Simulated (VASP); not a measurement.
Set up this calculation in VASP 6.6.1, as the native input.

- Task: single point
- Functional: PBE
- Potentials or basis: VASP PAW PBE potentials, release 64 (Ca_sv, Se)
- Cutoff: 500 eV
- k mesh: 4 × 4 × 4
- Occupations: gaussian, width 0.1 eV
- Spin: no spin polarisation
- Dipole correction: no
- Further INCAR settings: ALGO = Normal; EDIFF = 1e-06; NBANDS = 15

The structure of CaSe lies in POSCAR:

```
CaSe
1.0
    0.0000000000      3.2165052809      3.2165052809
    3.2165052809      0.0000000000      3.2165052809
    3.2165052809      3.2165052809      0.0000000000
Ca Se
1 1
Direct
    0.0000000000      0.0000000000      0.0000000000
    0.7500000000      0.7500000000      0.7500000000
```

The input as run:

INCAR

```
SYSTEM = CaSe
ALGO = Normal ; EDIFF = 1E-6
ENCUT = 500 ; GGA = PE
GGA_COMPAT = .FALSE. ; ISIF = 2
ISMEAR = 0 ; LASPH = .TRUE.
LCHARG = .FALSE. ; LREAL = .FALSE.
LWAVE = .FALSE. ; NBANDS = 15
NELM = 120 ; PREC = Accurate
SIGMA = 0.1
```

KPOINTS

```
k-points
0
G
  4 4 4
  0 0 0
```

Potentials or basis: VASP PAW PBE potentials, release 64 (Ca_sv, Se).

Launch:

```bash
$ cat potpaw_PBE.64/Ca_sv/POTCAR potpaw_PBE.64/Se/POTCAR > POTCAR
$ mpirun -np 1 vasp_std > vasp.out
```

Results of the run:

```yaml
Pressure: 2.8 GPa
Band_gap_on_the_k_mesh: 3.39 eV, indirect (least direct gap 3.51 eV)
```

Caveat: the k points lie up to 0.42 Å⁻¹ apart.

Run time: 5.9 s on 1 thread of Intel(R) Xeon(R) Platinum 8481C CPU @ 2.70GHz (Sapphire Rapids), on a shared host, peak memory 0.2 GiB.
